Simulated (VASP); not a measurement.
Runs of VASP 6.6.1 on SiC (Moissanite 3C). The structure is that of space group F-43m (No. 216), or close to it. The cells are those of the table. 

```tsv
task	cell	gap on the mesh (eV)	pressure (GPa)
single point	a = 3.082 Å, angles 60.0°, 2 atoms	1.40	3.2
single point	a = 3.061 Å, angles 60.0°, 2 atoms	(c)	7.9
single point	a = 3.019 Å, angles 60.0°, 2 atoms	1.34	18.9
single point	a = 3.128, b = 3.128, c = 3.082 Å, angles 60.5, 60.5, 59.0°, 2 atoms	1.27	(b)
single point	a = 3.102 Å, angles 60.0°, 2 atoms	1.41	-1.1
relaxation of the atoms	atoms relaxed from a = 3.019 Å, angles 60.0°, 2 atoms	1.34	18.9
relaxation of the atoms	atoms relaxed from a = 3.097, b = 3.097, c = 3.082 Å, angles 60.2, 60.2, 59.7°, 2 atoms	1.35	1.0
single point	a = 3.066, b = 3.066, c = 3.082 Å, angles 59.8, 59.8, 60.3°, 2 atoms	(a)	5.5
```

Alike in all rows: level PBE; potentials or basis VASP PAW PBE potentials, release 64 (Si, C); no spin polarisation; k mesh 17 × 17 × 17; cutoff (eV) 520; smearing fermi-dirac 0.02 eV.

Q: Fill in the values left out.

A: (a) 1.28; (b) -3.1; (c) 1.38.

Caveats: the relaxation stopped at its first step, so nothing moved (some runs).

A k mesh can miss the band edges.
